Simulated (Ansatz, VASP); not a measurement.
**Na in VASP and in Ansatz**

The input INCAR:

```
PREC     = Accurate       # precision mode
ENCUT    = 520            # plane-wave cutoff, eV
EDIFF    = 1E-6           # SCF threshold, eV
ISMEAR   = 0              # smearing method
SIGMA    = 0.15           # smearing width, eV
LREAL    = F              # projectors in reciprocal space
LASPH    = T              # aspherical terms in the spheres
NELM     = 60             # most SCF steps
ALGO     = Fast           # electronic algorithm
ISIF     = 2              # what is computed and relaxed
LWAVE    = F              # write WAVECAR
LCHARG   = F              # write CHGCAR
GGA      = PS             # functional
NBANDS   = 10             # bands
```

The input KPOINTS:

```
Automatic mesh
0
Gamma
  8 8 8
```

The input POSCAR:

```
Na
1.0
    7.0435970059     -0.3707156319     -0.3707156319
   -0.3707156319      7.0435970059     -0.3707156319
   -0.3707156319     -0.3707156319      7.0435970059
Na
1
Direct
    0.0000000000      0.0000000000      0.0000000000
```

Input for Ansatz:

```yaml
crystal:
  lattice:
    - [7.0435970059, -0.3707156319, -0.3707156319]
    - [-0.3707156319, 7.0435970059, -0.3707156319]
    - [-0.3707156319, -0.3707156319, 7.0435970059]
  atoms:
    - { symbol: Na, position: [0.0, 0.0, 0.0] }
basis:
  ecutwfc: 420
kpoints:
  mp_grid: { grid: [8, 8, 8] }
hamiltonian:
  xc: pbesol
scf:
  occupations: { method: gaussian, width: 0.15 }
output:
  forces: true
  stress: true
  eigenvalues: true
```

Alike in both runs: task single point; functional PBEsol; k mesh 8 × 8 × 8; occupations gaussian, width 0.15 eV; no spin polarisation.

|  | VASP | Ansatz |
| --- | --- | --- |
| version | VASP 6.6.1 | Ansatz 0.2.0 |
| potentials or method | VASP PAW PBE potentials, release 64 (Na_pv), cutoff 520 eV | scalar-relativistic, plane waves, PAW |
| valence electrons in the cell | 7 | 9 |

```csv
,VASP,Ansatz,Ansatz less VASP
gap on the k mesh at the Fermi level (eV),none,none,-
pressure (GPa),-0.1,-0.1,0.00
```

VASP's potentials were made for PBE, not for PBEsol. A gap of «none» marks a metal or a gap that the smearing closes. VASP's potentials hold 7 valence electrons a cell and Ansatz's 9, so a difference there can come from the potentials and not from the codes.
